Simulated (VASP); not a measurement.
# K (Fm-3m) in VASP: notebook, part 2 of 2

VASP 6.6.1. The steps go on from the part before.

**3. Single point, PBEsol**

This run uses another cell than the first one, of 34.54 Å³/atom.

Contents of INCAR:

```
ALGO = Normal
EDIFF = 1E-6
ENCUT = 500
GGA = PS
GGA_COMPAT = F
ISIF = 2
ISMEAR = -1
LASPH = T
LCHARG = T
LELF = T
LREAL = F
LVHAR = T
LWAVE = F
NBANDS = 10
NELM = 120
PREC = Accurate
SIGMA = 0.1
```

Contents of KPOINTS:

```
k-points
0
Gamma
  6 6 6
```

Contents of POSCAR:

```
K
1.0
    0.0000000000      2.5849193960      2.5849193960
    2.5849193960      0.0000000000      2.5849193960
    2.5849193960      2.5849193960      0.0000000000
K
1
Direct
    0.0000000000      0.0000000000      0.0000000000
```

Potentials or basis: VASP PAW PBE potentials, release 64 (K_sv).

Started as:

```
cat potpaw_PBE.64/K_sv/POTCAR > POTCAR
mpirun -np 1 vasp_std > vasp.out
```

Wall time 6.2 s (1 thread of Intel Xeon Platinum 8375C at 2.90GHz (Ice Lake), shared host); peak memory 0.15 GiB.

The run converged. Its results:

```yaml
Free_energy: -0.4758 eV
Pressure: 10.1 GPa
Band_gap_on_the_k_mesh: zero (an odd number of electrons rules out a gap without spin polarisation)
```

Levels at points of the mesh, in eV from the Fermi level:
```tsv
k point	band 2	band 3	band 4	band 5	band 6	band 7	band 8	band 9
(0.00, 0.00, 0.00)	-15.29	-15.29	-15.29	-3.32	4.55	4.55	4.55	6.64
(0.50, 0.00, 0.00)	-16.03	-15.37	-15.37	0.01	1.40	4.23	4.23	8.06
(0.50, 0.50, 0.00)	-15.96	-15.53	-15.53	0.04	1.59	3.01	8.07	8.48
```

Caveat: the cell stands under pressure; the PAW data sets were made with another functional, which shifts forces and pressure a little.

**4. Single point, PBEsol**

This run uses another cell than the first one, of 42.60 Å³/atom.

Contents of INCAR:

```
SYSTEM = K
  PREC = Accurate
  ENCUT = 500
  EDIFF = 1E-6
  ISMEAR = -1
  SIGMA = 0.1
  LREAL = .FALSE.
  LASPH = .TRUE.
  NELM = 120
  ALGO = Normal
  ISIF = 2
  LWAVE = .FALSE.
  LCHARG = .FALSE.
  GGA = PS
  NBANDS = 10
  GGA_COMPAT = .FALSE.
```

Contents of KPOINTS:

```
Automatic mesh
0
G
  6 6 6
  0 0 0
```

Contents of POSCAR:

```
K
1.0
    0.0000000000      2.7719701303      2.7719701303
    2.7719701303      0.0000000000      2.7719701303
    2.7719701303      2.7719701303      0.0000000000
K
1
Direct
    0.0000000000      0.0000000000      0.0000000000
```

Started as:

```
cat potpaw_PBE.64/K_sv/POTCAR > POTCAR
mpirun -np 1 vasp_std > vasp.out
```

Run time: 5.7 s. Hardware: 1 thread of Intel Xeon Platinum 8375C at 2.90GHz (Ice Lake), shared host; peak memory 0.16 GiB.

It converged, with:

```
Free energy            : -0.8402 eV
Pressure               : 5.0 GPa
Band gap on the k mesh : zero (an odd number of electrons rules out a gap without spin polarisation)
```

Levels at points of the mesh, in eV from the Fermi level:
```
           k point  band 1  band 2  band 3  band 4  band 5  band 6  band 7  band 8  band 9  band 10
(0.00, 0.00, 0.00)  -31.87  -15.25  -15.25  -15.25   -2.99    4.57    4.57    4.57    6.37     6.37
(0.50, 0.00, 0.00)  -31.83  -15.66  -15.30  -15.30    0.19    1.02    4.28    4.28    7.56     7.56
(0.50, 0.50, 0.00)  -31.82  -15.63  -15.39  -15.39    0.46    1.97    2.36    7.32    7.32     7.58
```

Caveat: the cell stands under pressure; the PAW data sets were made with another functional, which shifts forces and pressure a little.

**5. Relaxation of cell and atoms, PBEsol, target pressure 5 GPa, at which the enthalpy is minimised**

This run uses another cell than the first one, of 71.22 Å³/atom.

Contents of INCAR:

```
SYSTEM = K
  ALGO = Normal
  EDIFF = 1E-7
  EDIFFG = -0.03
  ENCUT = 500
  GGA = PS
  GGA_COMPAT = .FALSE.
  IBRION = 2
  ISIF = 3
  ISMEAR = -1
  LASPH = .TRUE.
  LCHARG = .FALSE.
  LREAL = .FALSE.
  LWAVE = .FALSE.
  NELM = 120
  NELMIN = 4
  NSW = 80
  PREC = Accurate
  PSTRESS = 50.0
  SIGMA = 0.1
```

Contents of KPOINTS:

```
k-points
0
G
  6 6 6
  0 0 0
```

Contents of POSCAR:

```
K
1.0
    0.0000000000      3.2900000000      3.2900000000
    3.2900000000      0.0000000000      3.2900000000
    3.2900000000      3.2900000000      0.0000000000
K
1
Direct
    0.0000000000      0.0000000000      0.0000000000
```

Started as:

```
cat potpaw_PBE.64/K_sv/POTCAR > POTCAR
mpirun -np 1 vasp_std > vasp.out
```

Run time: 32 s. Hardware: 1 thread of Intel Xeon Platinum 8375C at 2.90GHz (Ice Lake), shared host; peak memory 0.2 GiB.

The run converged. Its results:

```
Free energy                                                : -0.8367 eV
Relaxed volume                                             : 42.45 Å³/atom
Relaxed cell                                               : a = 3.916 Å, b = 3.916 Å, c = 3.916 Å, α = 60.00°, β = 60.00°, γ = 60.00°
Space group after relaxing (to 0.1 Å)                      : Fm-3m (No. 225)
Energy change on relaxing (the run minimises the enthalpy) : +303.0 meV/atom
Ionic steps                                                : 4
Pressure after relaxing                                    : 5.1 GPa
Band gap on the k mesh                                     : zero (an odd number of electrons rules out a gap without spin polarisation)
```

The path:
| step | energy change (eV) | largest force (eV/Å) | pressure (GPa) | volume (Å³) |
| --- | --- | --- | --- | --- |
| 1 | 0.0000 | 0.0000 | 0.01 | 71.22 |
| 2 | 0.1180 | 0.0000 | 2.40 | 50.71 |
| 3 | 0.2473 | 0.0000 | 4.28 | 44.36 |
| 4 | 0.3030 | 0.0000 | 5.07 | 42.45 |

Final structure:
```
K
1.0
     0.00000    2.76869    2.76869
     2.76869    0.00000    2.76869
     2.76869    2.76869    0.00000
K
1
Direct
  0.00000 0.00000 0.00000
```

Levels at points of the mesh, in eV from the Fermi level:
```csv
k point,band 1,band 2,band 3,band 4,band 5,band 6,band 7,band 8
"(0.00, 0.00, 0.00)",-31.88,-15.26,-15.26,-15.26,-3.00,4.57,4.57,4.57
"(0.50, 0.00, 0.00)",-31.83,-15.67,-15.31,-15.31,0.19,1.02,4.28,4.28
"(0.50, 0.50, 0.00)",-31.82,-15.64,-15.40,-15.40,0.45,1.97,2.37,7.34
```

Caveat: the cell is relaxed towards a set pressure, so the run minimises the enthalpy, not the energy; the volume moved by over 15 % at a fixed basis, so the end points are rough; the PAW data sets were made with another functional, which shifts forces and pressure a little.

**6. Relaxation of cell and atoms, PBEsol, target pressure 10 GPa, at which the enthalpy is minimised**

This run uses another cell than the first one, of 71.22 Å³/atom.

Contents of INCAR:

```
SYSTEM = K
PREC = Accurate
ENCUT = 500
EDIFF = 1E-7
ISMEAR = -1
SIGMA = 0.1
LREAL = .False.
LASPH = .True.
NELM = 120
ALGO = Normal
ISIF = 3
LWAVE = .False.
LCHARG = .False.
GGA = PS
IBRION = 2
NSW = 80
EDIFFG = -0.03
PSTRESS = 100.0
GGA_COMPAT = .False.
NELMIN = 4
```

Contents of KPOINTS:

```
regular mesh
0
Gamma
  6 6 6
  0 0 0
```

POSCAR is that of step 5.

Potentials or basis: VASP PAW PBE potentials, release 64 (K_sv).

Started as:

```
cat potpaw_PBE.64/K_sv/POTCAR > POTCAR
mpirun -np 1 vasp_std > vasp.out
```

Run time: 19 s. Hardware: 1 thread of Intel Xeon Platinum 8375C at 2.90GHz (Ice Lake), shared host; peak memory 0.2 GiB.

The run converged. Its results:

| Quantity | Value |
| --- | --- |
| Free energy | -0.4774 eV |
| Relaxed volume | 34.55 Å³/atom |
| Relaxed cell | a = 3.656 Å, b = 3.656 Å, c = 3.656 Å, α = 60.00°, β = 60.00°, γ = 60.00° |
| Space group after relaxing (to 0.1 Å) | Fm-3m (No. 225) |
| Energy change on relaxing (the run minimises the enthalpy) | +662.3 meV/atom |
| Ionic steps | 2 |
| Pressure after relaxing | 10.0 GPa |
| Band gap on the k mesh | zero (an odd number of electrons rules out a gap without spin polarisation) |

Step by step:
| step | energy change (eV) | largest force (eV/Å) | pressure (GPa) | volume (Å³) |
| --- | --- | --- | --- | --- |
| 1 | 0.0000 | 0.0000 | 0.01 | 71.22 |
| 2 | 0.6623 | 0.0000 | 10.01 | 34.55 |

Final structure:
```
K
1.0
     0.00000    2.58505    2.58505
     2.58505    0.00000    2.58505
     2.58505    2.58505    0.00000
K
1
Direct
  0.00000 0.00000 0.00000
```

Levels at points of the mesh, in eV from the Fermi level:
```
           k point  band 1  band 2  band 3  band 4  band 5  band 6  band 7  band 8
(0.00, 0.00, 0.00)  -32.06  -15.28  -15.28  -15.28   -3.32    4.55    4.55    4.55
(0.50, 0.00, 0.00)  -31.96  -16.02  -15.37  -15.37    0.01    1.40    4.23    4.23
(0.50, 0.50, 0.00)  -31.93  -15.96  -15.53  -15.53    0.04    1.59    3.01    8.53
```

Caveat: the cell is relaxed towards a set pressure, so the run minimises the enthalpy, not the energy; the volume moved by over 15 % at a fixed basis, so the end points are rough; the PAW data sets were made with another functional, which shifts forces and pressure a little.

**7. Relaxation of cell and atoms, PBEsol, target pressure 20 GPa, at which the enthalpy is minimised**

This run uses another cell than the first one, of 71.22 Å³/atom.

Contents of INCAR:

```
SYSTEM = K
ALGO = Normal ; EDIFF = 1E-7
EDIFFG = -0.03 ; ENCUT = 500
GGA = PS ; GGA_COMPAT = .FALSE.
IBRION = 2 ; ISIF = 3
ISMEAR = -1 ; LASPH = .TRUE.
LCHARG = .FALSE. ; LREAL = .FALSE.
LWAVE = .FALSE. ; NELM = 120
NELMIN = 4 ; NSW = 80
PREC = Accurate ; PSTRESS = 200.0
SIGMA = 0.1
```

Contents of KPOINTS:

```
k-points
0
G
  6 6 6
  0 0 0
```

POSCAR is that of step 6.

Started as:

```
cat potpaw_PBE.64/K_sv/POTCAR > POTCAR
mpirun -np 1 vasp_std > vasp.out
```

Wall time 47 s (1 thread of Intel Xeon Platinum 8375C at 2.90GHz (Ice Lake), shared host); peak memory 0.22 GiB.

It converged, with:

```yaml
Free_energy: 0.3757 eV
Relaxed_volume: 25.19 Å³/atom
Relaxed_cell: a = 3.291 Å, b = 3.291 Å, c = 3.291 Å, α = 60.00°, β = 60.00°, γ = 60.00°
Space_group_after_relaxing_to_0.1_Å: Fm-3m (No. 225)
Energy_change_on_relaxing_the_run_minimises_the_enthalpy: +1515.4 meV/atom
Ionic_steps: 5
Pressure_after_relaxing: 20.1 GPa
Band_gap_on_the_k_mesh: zero (an odd number of electrons rules out a gap without spin polarisation)
```

Step by step:
```
step  energy change (eV)  largest force (eV/Å)  pressure (GPa)  volume (Å³)
   1              0.0000                0.0000            0.01        71.22
   2              4.2572                0.0000           60.23        13.28
   3              1.4849                0.0000           19.74        25.44
   4              1.5632                0.0000           20.72        24.82
   5              1.5154                0.0000           20.11        25.19
```

Final structure:
```
CELL_PARAMETERS angstrom
0.00000 2.32678 2.32678
2.32678 0.00000 2.32678
2.32678 2.32678 0.00000
ATOMIC_POSITIONS crystal
K 0.00000 0.00000 0.00000
```

Levels at points of the mesh, in eV from the Fermi level:
```tsv
k point	band 1	band 2	band 3	band 4	band 5	band 6	band 7	band 8
(0.00, 0.00, 0.00)	-32.66	-15.36	-15.36	-15.36	-3.51	4.42	4.42	4.42
(0.50, 0.00, 0.00)	-32.34	-17.01	-15.54	-15.54	-0.32	2.50	4.03	4.03
(0.50, 0.50, 0.00)	-32.24	-16.85	-15.90	-15.90	-0.79	0.79	4.65	8.94
```

Caveat: the cell is relaxed towards a set pressure, so the run minimises the enthalpy, not the energy; the volume moved by over 15 % at a fixed basis, so the end points are rough; the PAW data sets were made with another functional, which shifts forces and pressure a little.

**8. Overview**

```tsv
task	cell	gap on the mesh (eV)	pressure (GPa)
single point	a = 3.290 Å, angles 60.0°, 1 atom	none	20.1
single point	a = 3.656 Å, angles 60.0°, 1 atom	none	10.1
single point	a = 3.920 Å, angles 60.0°, 1 atom	none	5.0
relaxation of cell and atoms	relaxed to 5 GPa from a = 4.653 Å, angles 60.0°, 1 atom	none	5.1
relaxation of cell and atoms	relaxed to 10 GPa from a = 4.653 Å, angles 60.0°, 1 atom	none	10.0
relaxation of cell and atoms	relaxed to 20 GPa from a = 4.653 Å, angles 60.0°, 1 atom	none	20.1
```

Alike in all rows: level PBEsol; potentials or basis VASP PAW PBE potentials, release 64 (K_sv); no spin polarisation; k mesh 6 × 6 × 6; cutoff (eV) 500; smearing fermi-dirac 0.1 eV.

Caveats: some runs use coarse meshes; the PAW data sets were made with another functional, which shifts forces and pressure a little; the cell is relaxed towards a set pressure, so the run minimises the enthalpy, not the energy (at least some runs); the volume moved by over 15 % at a fixed basis, so the end points are rough (at least some runs); the cell stands under pressure (at least some runs).

Total energies depend on the potentials used, so only differences within one code and one set of settings carry meaning.
